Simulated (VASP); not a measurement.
Here is a VASP 6.6.1 calculation.

The input INCAR:

```
PREC     = Accurate       # precision mode
ENCUT    = 520            # plane-wave cutoff, eV
EDIFF    = 1E-7           # SCF threshold, eV
ISMEAR   = 0              # smearing method
SIGMA    = 0.05           # smearing width, eV
LREAL    = F              # projectors in reciprocal space
LASPH    = T              # aspherical terms in the spheres
NELM     = 100            # most SCF steps
ALGO     = Normal         # electronic algorithm
ISIF     = 2              # what is computed and relaxed
LWAVE    = F              # write WAVECAR
LCHARG   = T              # write CHGCAR
GGA      = PS             # functional
LELF     = T              # ELF
LVHAR    = T            
NBANDS   = 24             # bands
```

The input KPOINTS:

```
regular mesh
0
Gamma
  6 6 6
```

Contents of POSCAR:

```
KMgF3
1.0
    4.6013854321      0.0000000000      0.0000000000
    0.0000000000      4.6013854321      0.0000000000
    0.0000000000      0.0000000000      2.9909005308
K Mg F
1 1 3
Direct
    0.5000000000      0.5000000000      0.5000000000
    0.0000000000      0.0000000000      0.0000000000
    0.5000000000      0.0000000000      0.0000000000
    0.0000000000      0.5000000000      0.0000000000
    0.0000000000      0.0000000000      0.5000000000
```

Potentials or basis: VASP PAW PBE potentials, release 64 (K_sv, Mg, F).

Command:

```sh
$ cat potpaw_PBE.64/K_sv/POTCAR potpaw_PBE.64/Mg/POTCAR potpaw_PBE.64/F/POTCAR > POTCAR
$ mpirun -np 1 vasp_std > vasp.out
```

**Question.** Estimate the band gap on the k mesh.

**Answer.** 6.17 eV.

**Question.** Estimate the pressure.

**Answer.** 30.7 GPa.

Stress tensor (GPa, compression positive):
```
 -8.51   0.00   0.00
  0.00  -8.51   0.00
  0.00   0.00 109.07
```

Caveat: the stress differs along the axes, from -9 to 109 GPa; the PAW data sets were made with another functional, which shifts forces and pressure a little. A k mesh can miss the band edges.
